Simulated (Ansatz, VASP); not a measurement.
## TiTe2: VASP beside Ansatz

INCAR

```
PREC     = Accurate       # precision mode
ENCUT    = 520            # plane-wave cutoff, eV
EDIFF    = 1E-6           # SCF threshold, eV
ISMEAR   = -1             # smearing method
SIGMA    = 0.02           # smearing width, eV
LREAL    = F              # projectors in reciprocal space
LASPH    = T              # aspherical terms in the spheres
NELM     = 60             # most SCF steps
ALGO     = Normal         # electronic algorithm
ISIF     = 2              # what is computed and relaxed
LWAVE    = F              # write WAVECAR
LCHARG   = F              # write CHGCAR
GGA      = PE             # functional
NBANDS   = 19             # bands
```

File KPOINTS:

```
Automatic mesh
0
Gamma
  6 6 6
```

File POSCAR:

```
TiTe2
1.0
    0.0000000000      3.4356562601      3.4356562601
    3.4356562601      0.0000000000      3.4356562601
    3.4356562601      3.4356562601      0.0000000000
Ti Te
1 2
Direct
    0.0000000000      0.0000000000      0.0000000000
    0.2500000000      0.2500000000      0.2500000000
    0.7500000000      0.7500000000      0.7500000000
```

Input for Ansatz:

```yaml
crystal:
  lattice:
    - [0.0, 3.4356562601, 3.4356562601]
    - [3.4356562601, 0.0, 3.4356562601]
    - [3.4356562601, 3.4356562601, 0.0]
  atoms:
    - { symbol: Ti, position: [0.0, 0.0, 0.0] }
    - { symbol: Te, position: [0.25, 0.25, 0.25] }
    - { symbol: Te, position: [0.75, 0.75, 0.75] }
kpoints:
  mp_grid: { grid: [6, 6, 6] }
hamiltonian:
  xc: pbe
scf:
  occupations: { method: fermi_dirac, width: 0.02 }
  n_extra_bands: 4
output:
  forces: true
  stress: true
  eigenvalues: true
```

Alike in both runs: task single point; functional PBE; k mesh 6 × 6 × 6; occupations fermi-dirac, width 0.02 eV; no spin polarisation.

|  | VASP | Ansatz |
| --- | --- | --- |
| version | VASP 6.6.1 | Ansatz 0.2.0 |
| potentials or method | VASP PAW PBE potentials, release 64 (Ti_sv, Te) | plane waves, PAW |
| plane-wave cutoff (eV) | 520 | 420 |
| valence electrons in the cell | 24 | 44 |

|  | VASP | Ansatz | Ansatz less VASP |
| --- | --- | --- | --- |
| pressure (GPa) | 0.0 | 0.0 | -0.04 |

VASP's potentials hold 24 valence electrons a cell and Ansatz's 44, so a difference there can come from the potentials and not from the codes.

Neither program's run includes spin-orbit coupling.
